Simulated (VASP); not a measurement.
# Hf (P6_3/mmc) in VASP: a series of runs

Runs on Hf. Level: PBEsol. Tasks: single point.

Everything below comes from runs of VASP 6.6.1. Logs are shortened: lines on timing, memory, paths and dates and some standing lists are left out, and cuts for length are marked.

### 1 The cell of the first run

Symmetry: P6_3/mmc, No. 194, hexagonal system. The conventional cell has a = 3.162 Å, b = 3.162 Å, c = 5.002 Å, α = 90.00°, β = 90.00°, γ = 120.00°. Hf (site symmetry -6m2) has 12 Hf at 3.10 to 3.16 Å within 4.1 Å.

### 2 Single point, PBEsol

The input, INCAR:

```
PREC = Accurate
ENCUT = 500
EDIFF = 1E-6
ISMEAR = 1
SIGMA = 0.1
LREAL = F
LASPH = T
NELM = 120
ALGO = Normal
ISIF = 2
LWAVE = F
LCHARG = F
GGA = PS
NBANDS = 17
GGA_COMPAT = F
```

The input, KPOINTS:

```
regular mesh
0
Gamma
  8 8 5
```

The input, POSCAR:

```
Hf
1.0
    3.1616845073      0.0000000000      0.0000000000
   -1.5808422537      2.7380991021      0.0000000000
    0.0000000000      0.0000000000      5.0019736205
Hf
2
Direct
    0.3333333333      0.6666666667      0.2500000000
    0.6666666667      0.3333333333      0.7500000000
```

Potentials or basis: VASP PAW PBE potentials, release 64 (Hf_pv).

Command:

```sh
cat potpaw_PBE.64/Hf_pv/POTCAR > POTCAR
mpirun -np 1 vasp_std > vasp.out
```

OUTCAR:

```text
PREC = Accurate
   ENCUT = 500
   EDIFF = 1E-6
   ISMEAR = 1
   LREAL = F
   LASPH = T
   NELM = 120
   ISIF = 2
   GGA = PS

 ion  position               nearest neighbor table
   1  0.333  0.667  0.250-   2 3.10   2 3.10   2 3.10   2 3.10   2 3.10   2 3.10
   2  0.667  0.333  0.750-   1 3.10   1 3.10   1 3.10   1 3.10   1 3.10   1 3.10

  LATTYP: Found a hexagonal cell.
 ALAT       =     3.1616845073
 C/A-ratio  =     1.5820596928

  Lattice vectors:

 A1 = (   3.1616845073,   0.0000000000,   0.0000000000)
 A2 = (  -1.5808422537,   2.7380991021,   0.0000000000)
 A3 = (   0.0000000000,   0.0000000000,   5.0019736205)

Analysis of symmetry for initial positions (statically):
=====================================================================
 Subroutine PRICEL returns:
 Original cell was already a primitive cell.

 Routine SETGRP: Setting up the symmetry group for a
 hexagonal supercell.

 Subroutine GETGRP returns: Found 24 space group operations
 (whereof 12 operations were pure point group operations)
 out of a pool of 24 trial point group operations.

The static configuration has the point symmetry D_3d.
 The point group associated with its full space group is D_6h.

Analysis of symmetry for dynamics (positions and initial velocities):
=====================================================================
 Subroutine PRICEL returns:
 Original cell was already a primitive cell.

 Routine SETGRP: Setting up the symmetry group for a
 hexagonal supercell.

 Subroutine GETGRP returns: Found 24 space group operations
 (whereof 12 operations were pure point group operations)
 out of a pool of 24 trial point group operations.

The dynamic configuration has the point symmetry D_3d.
 The point group associated with its full space group is D_6h.

 Subroutine INISYM returns: Found 24 space group operations
 (whereof 12 operations are pure point group operations),
 and found     1 'primitive' translations

----------------------------------------------------------------------------------------

                                     Primitive cell

  volume of cell :      43.3021

  direct lattice vectors                    reciprocal lattice vectors
     3.161684507  0.000000000  0.000000000     0.316287092  0.182608438  0.000000000
    -1.580842254  2.738099102  0.000000000     0.000000000  0.365216876  0.000000000
     0.000000000  0.000000000  5.001973621     0.000000000  0.000000000  0.199921086

  length of vectors
     3.161684507  3.161684507  5.001973621     0.365216876  0.365216876  0.199921086

  position of ions in fractional coordinates (direct lattice)
     0.333333333  0.666666667  0.250000000
     0.666666667  0.333333333  0.750000000

  ion indices of the primitive-cell ions
   primitive index   ion index
                 1           1
                 2           2

----------------------------------------------------------------------------------------

 KPOINTS: regular mesh

Automatic generation of k-mesh.
 Grid dimensions read from file:
 generate k-points for:    8    8    5

 Generating k-lattice:

  Cartesian coordinates                     Fractional coordinates (reciprocal lattice)
     0.039535887  0.022826055  0.000000000     0.125000000  0.000000000  0.000000000
     0.000000000  0.045652109  0.000000000     0.000000000  0.125000000  0.000000000
     0.000000000  0.000000000  0.039984217     0.000000000  0.000000000  0.200000000

  Length of vectors
     0.045652109  0.045652109  0.039984217

  Shift w.r.t. Gamma in fractional coordinates (k-lattice)
     0.000000000  0.000000000  0.000000000

 Subroutine IBZKPT returns following result:
 ===========================================

 Found     30 irreducible k-points:

 Following reciprocal coordinates:
            Coordinates               Weight
  0.000000  0.000000  0.000000      1.000000
  0.125000  0.000000  0.000000      6.000000
  0.250000  0.000000  0.000000      6.000000
  0.375000  0.000000  0.000000      6.000000
  0.500000  0.000000  0.000000      3.000000
  0.125000  0.125000  0.000000      6.000000
[... 16 lines left out ...]
  0.250000  0.000000  0.400000     12.000000
  0.375000  0.000000  0.400000     12.000000
 [... further k-points ...]
   k-points           NKPTS =     30   k-points in BZ     NKDIM =     30   number of bands    NBANDS=     17
   number of dos      NEDOS =    301   number of ions     NIONS =      2
   total plane-waves  NPLWV =  20736
   dimension x,y,z NGX =    24 NGY =   24 NGZ =   36
   dimension x,y,z NGXF=    48 NGYF=   48 NGZF=   72
   ions per type =               2
   NGX,Y,Z   is equivalent  to a cutoff of  12.62, 12.62, 11.96 a.u.
   NGXF,Y,Z  is equivalent  to a cutoff of  25.24, 25.24, 23.93 a.u.
 SYSTEM =  unknown system
   PREC   = accura    normal or accurate (medium, high low for compatibility)
   ISTART =      0    job   : 0-new  1-cont  2-samecut
   ICHARG =      2    charge: 1-file 2-atom 10-const
   ISPIN  =      1    spin polarized calculation?
   LNONCOLLINEAR =      F non collinear calculations
   LSORBIT =      F    spin-orbit coupling
   LASPH  =      T    aspherical Exc in radial PAW
   ENCUT  =  500.0 eV  36.75 Ry    6.06 a.u.   5.76  5.76  9.12*2*pi/ulx,y,z
   NELM   =    120;   NELMIN=  2; NELMDL= -5     # of ELM steps
   EDIFF  = 0.1E-05   stopping-criterion for ELM
   LREAL  =      F    real-space projection
   EDIFFG = 0.1E-04   stopping-criterion for IOM
   NSW    =      0    number of steps for IOM
   IBRION =     -1    ionic relax: 0-MD 1-quasi-New 2-CG
   NFREE  =      0    steps in history (QN), initial steepest desc. (CG)
   ISIF   =      2    stress and relaxation
   ISYM   =      2    0-nonsym 1-usesym 2-fastsym
   POTIM  = 0.5000    time-step for ionic-motion
   TEBEG  =    0.0;   TEEND  =   0.0 temperature during run
   PSTRESS=    0.0 pullay stress
   NELECT =      20.0000    total number of electrons
   NUPDOWN=      -1.0000    fix difference up-down
   EMIN   =  10.00;   EMAX   =-10.00  energy-range for DOS
   EFERMI =   0.00;   METHOD = LEGACY
   ISMEAR =     1;   SIGMA  =   0.10  broadening in eV -4-tet -1-fermi 0-gaus
   EFERMI_NEDOS =   21; number of points for ismear=-14 and -15
   IALGO  =     38    algorithm
   IMIX   =      4    mixing-type and parameters
     AMIX     =   0.40;   BMIX     =  1.00
     AMIX_MAG =   1.60;   BMIX_MAG =  1.00
  volume/ion in A,a.u.               =      21.65       146.11
  Fermi-wavevector in a.u.,A,eV,Ry     =   1.265460  2.391373 21.788225  1.601389
  Thomas-Fermi vector in A             =   2.398712
   LORBIT       =      0    0 simple, 1 ext, 2 COOP (PROOUT), +10 PAW based schemes
   GGA     = PS    functional components
   LHFCALC =     F    Hartree Fock is set to
   AEXX    =    0.0000 exact exchange contribution
   IVDW    =     0    specifies the selected vdW correction
   LEPSILON=     F    determine dielectric tensor
   LRPA    =     F    only Hartree local field effects (RPA)
 non-spin polarized calculation
 Methfessel and Paxton  Order N= 1 SIGMA  =   0.10
  energy-cutoff  :      500.00
  volume of cell :       43.30
 maximum number of plane-waves:      1108
 NGX is ok and might be reduce to    24
   NGX = 11   NGY = 11   NGZ = 19

 number of electron      19.9999997 magnetization

 Free energy of the ion-electron system (eV)
  ---------------------------------------------------
  ext. energy  EPLUGINS =         0.00000000
  ---------------------------------------------------
  free energy    TOTEN  =       -21.00873862 eV

  energy without entropy =      -21.00896233  energy(sigma->0) =      -21.00881319

 E-fermi :   5.0856     XC(G=0): -11.5421

 val. band max:        4.9606845105   @ k =   0.0000   0.0000   0.4000
 cond. band min:       5.0986167867   @ k =   0.2500   0.2500   0.4000
 fundamental gap:      0.1379322762
 Fermi energy:         5.0856096278

 k-point     1 :       0.0000    0.0000    0.0000
  band No.  band energies     occupation
      1     -26.0310      2.00000
      2     -25.1906      2.00000
      3     -25.1906      2.00000
      4     -25.0570      2.00000
      5     -25.0477      2.00000
      6     -25.0477      2.00000
[... 9 lines left out ...]
     16       7.6692      0.00000
     17      10.4861      0.00000

 k-point     2 :       0.1250    0.0000    0.0000
  band No.  band energies     occupation
      1     -25.9863      2.00000
      2     -25.2851      2.00000
      3     -25.2219      2.00000
      4     -25.1467      2.00000
      5     -25.0779      2.00000
      6     -25.0605      2.00000
[... 9 lines left out ...]
     16       7.4574      0.00000
     17      10.8250      0.00000

 k-point     3 :       0.2500    0.0000    0.0000
  band No.  band energies     occupation
      1     -25.8658      2.00000
      2     -25.5130      2.00000
      3     -25.3727      2.00000
      4     -25.2932      2.00000
      5     -25.1406      2.00000
      6     -25.0947      2.00000
[... 9 lines left out ...]
     16       8.6844      0.00000
     17      11.3301      0.00000

 k-point     4 :       0.3750    0.0000    0.0000
  band No.  band energies     occupation
      1     -25.7395      2.00000
      2     -25.7110      2.00000
      3     -25.5832      2.00000
      4     -25.3605      2.00000
      5     -25.2371      2.00000
      6     -25.1317      2.00000
[... 9 lines left out ...]
     16      10.3617      0.00000
     17      11.6138      0.00000
[... 343 lines left out ...]
      1     -25.7103      2.00000
      2     -25.4525      2.00000
      3     -25.2123      2.00000
      4     -25.1666      2.00000
      5     -25.1482      2.00000
      6     -25.1167      2.00000
[... 9 lines left out ...]
     16       9.3437      0.00000
     17      10.3416      0.00000

 k-point    23 :       0.2500    0.0000    0.4000
  band No.  band energies     occupation
      1     -25.7482      2.00000
      2     -25.6060      2.00000
      3     -25.3321      2.00000
      4     -25.2254      2.00000
      5     -25.2145      2.00000
      6     -25.1641      2.00000
[... 9 lines left out ...]
     16       9.4783      0.00000
     17      10.3589      0.00000

 k-point    24 :       0.3750    0.0000    0.4000
  band No.  band energies     occupation
      1     -25.8650      2.00000
      2     -25.7924      2.00000
      3     -25.3599      2.00000
      4     -25.2826      2.00000
      5     -25.2449      2.00000
      6     -25.2119      2.00000
[... 9 lines left out ...]
     16      10.4291      0.00000
     17      10.8943      0.00000

 [... further k-points ...]
[... 5 lines left out ...]
  --------------------------------------------------------------------------------------
  -------------------------------------------------------------------------------------
  Total       -0.0988303     -0.0988303     -0.1030253      0.0000000     -0.0000000      0.0000000
  in kB       -3.6567177     -3.6567177     -3.8119352      0.0000000     -0.0000000      0.0000000
  external PRESSURE =      -3.7084568 kB  Pullay stress =       0.0000000 kB

 VOLUME and BASIS-vectors are now :
 -----------------------------------------------------------------------------
  energy-cutoff  :      500.00
  volume of cell :       43.30
      direct lattice vectors                 reciprocal lattice vectors
     3.161684507  0.000000000  0.000000000     0.316287092  0.182608438  0.000000000
    -1.580842254  2.738099102  0.000000000     0.000000000  0.365216876  0.000000000
     0.000000000  0.000000000  5.001973621     0.000000000  0.000000000  0.199921086

 POSITION                                       TOTAL-FORCE (eV/Angst)
 -----------------------------------------------------------------------------------
     -0.00000      1.82540      1.25049        -0.000000      0.000000      0.000000
      1.58084      0.91270      3.75148         0.000000     -0.000000      0.000000
 -----------------------------------------------------------------------------------
    total drift:                               -0.000000      0.000000     -0.000000

  FREE ENERGIE OF THE ION-ELECTRON SYSTEM (eV)
  ---------------------------------------------------
  free  energy   TOTEN  =       -21.0087386175 eV

  energy  without entropy=      -21.0089623323  energy(sigma->0) =      -21.00881319
```

It took 9.7 s on 1 thread of Intel Xeon Platinum 8559C (Emerald Rapids), shared host; peak memory 0.15 GiB.

Results:

- Free energy: -21.0087 eV
- Pressure: -0.4 GPa
- Band gap on the k mesh: zero (band 10 reaches 6.16 eV, above the bottom of band 11 at 4.70 eV)

Caveat: the PAW data sets were made with another functional, which shifts forces and pressure a little; spin-orbit coupling is left out, which moves the levels of the heavy elements.

### 3 Single point, PBEsol

This run uses another cell than the first one, of 21.43 Å³/atom, 0.990 times its volume.

The input, INCAR:

```
  PREC = Accurate
  ENCUT = 500
  EDIFF = 1E-6
  ISMEAR = 1
  SIGMA = 0.1
  LREAL = False
  LASPH = True
  NELM = 120
  ALGO = Normal
  ISIF = 2
  LWAVE = False
  LCHARG = False
  GGA = PS
  NBANDS = 17
  GGA_COMPAT = False
```

KPOINTS is that of step 2.

The input, POSCAR:

```
Hf
1.0
    3.1511102327      0.0000000000      0.0000000000
   -1.5755551163      2.7289415116      0.0000000000
    0.0000000000      0.0000000000      4.9852444868
Hf
2
Direct
    0.3333333333      0.6666666667      0.2500000000
    0.6666666667      0.3333333333      0.7500000000
```

Potentials or basis: VASP PAW PBE potentials, release 64 (Hf_pv).

Command:

```sh
cat potpaw_PBE.64/Hf_pv/POTCAR > POTCAR
mpirun -np 1 vasp_std > vasp.out
```

Run time: 9.6 s. Hardware: 1 thread of Intel Xeon Platinum 8559C (Emerald Rapids), shared host; peak memory 0.15 GiB.

The run converged. Its results:

```
Free energy            : -21.0081 eV
Pressure               : 0.8 GPa
Band gap on the k mesh : zero (band 10 reaches 6.24 eV, above the bottom of band 11 at 4.77 eV)
```

Levels at points of the mesh, in eV from the Fermi level:
```
           k point  band 6  band 7  band 8  band 9  band 10  band 11  band 12  band 13  band 14  band 15
(0.00, 0.00, 0.00)  -30.10   -7.63   -3.95    0.73     1.08     1.08     1.37     1.95     1.95     2.60
(0.50, 0.00, 0.00)  -30.20   -3.53   -3.01   -2.47    -0.81     0.66     0.82     1.65     6.08     6.62
```

Caveat: the PAW data sets were made with another functional, which shifts forces and pressure a little; spin-orbit coupling is left out, which moves the levels of the heavy elements.

[end of part 1 of 2]
